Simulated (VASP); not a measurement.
Runs of VASP 6.6.1 on Si. The structure is that of space group Fd-3m (No. 227), or close to it. The cells are those of the table. 

```tsv
cell	gap on the mesh (eV)	pressure (GPa)
a = 3.965 Å, angles 60.0°, 2 atoms	1.43	(c)
a = 4.004 Å, angles 60.0°, 2 atoms	(b)	-9.4
a = 3.927 Å, angles 60.0°, 2 atoms	1.40	-5.6
a = 3.811 Å, angles 60.0°, 2 atoms	1.25	2.6
a = 3.888 Å, angles 60.0°, 2 atoms	1.36	(a)
```

Alike in all rows: task single point; level HSE06; potentials or basis VASP PAW PBE potentials, release 64 (Si); no spin polarisation; k mesh 6 × 6 × 6; cutoff (eV) 520; smearing gaussian 0.01 eV.

**Question.** Estimate the missing entries.

**Answer.** (a) -3.2; (b) 1.46; (c) -7.6.

Caveats: the PAW data sets were made with another functional, which shifts forces and pressure a little; the cell stands under tension (at least some runs).

A k mesh can miss the band edges.
